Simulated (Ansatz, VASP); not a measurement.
ZnO: VASP beside Ansatz

INCAR

```
ALGO = Normal
EDIFF = 1E-6
ENCUT = 910
GGA = PE
GGA_COMPAT = F
ISIF = 2
ISMEAR = 0
IVDW = 12
LASPH = T
LCHARG = T
LELF = T
LREAL = F
LVHAR = T
LWAVE = F
NBANDS = 16
NELM = 120
PREC = Accurate
SIGMA = 0.01
```

KPOINTS

```
k-points
0
Gamma
  8 8 8
```

File POSCAR:

```
ZnO
1.0
    0.0000000000      2.1337703828      2.1337703828
    2.1337703828      0.0000000000      2.1337703828
    2.1337703828      2.1337703828      0.0000000000
Zn O
1 1
Direct
    0.0000000000      0.0000000000      0.0000000000
    0.5000000000      0.5000000000      0.5000000000
```

Input for Ansatz:

```yaml
crystal:
  lattice:
    - [0.0, 2.1337703828, 2.1337703828]
    - [2.1337703828, 0.0, 2.1337703828]
    - [2.1337703828, 2.1337703828, 0.0]
  atoms:
    - { symbol: Zn, position: [0.0, 0.0, 0.0] }
    - { symbol: O, position: [0.5, 0.5, 0.5] }
kpoints:
  mp_grid: { grid: [8, 8, 8] }
hamiltonian:
  xc: pbe
  dispersion: d3bj
scf:
  occupations: { method: fixed }
  n_extra_bands: 4
output:
  forces: true
  stress: true
  eigenvalues: true
```

Alike in both runs: task single point; functional PBE; dispersion D3(BJ); k mesh 8 × 8 × 8; no spin polarisation.

|  | VASP | Ansatz |
| --- | --- | --- |
| version | VASP 6.6.1 | Ansatz 0.2.0 |
| potentials or method | VASP PAW PBE potentials, release 64 (Zn, O_h) | plane waves |
| plane-wave cutoff (eV) | 910 | 420 |
| occupations | gaussian, width 0.01 eV | fixed |
| valence electrons in the cell | 18 | 18 |

VASP gave:

| Item | Value |
| --- | --- |
| gap on the k mesh at the Fermi level (eV) | 0.92 |

Task: Which values does Ansatz return?

Result: gap on the k mesh at the Fermi level (eV): 0.95.

Noted on VASP's run: the cutoff is short for stress, so the pressure is rough.
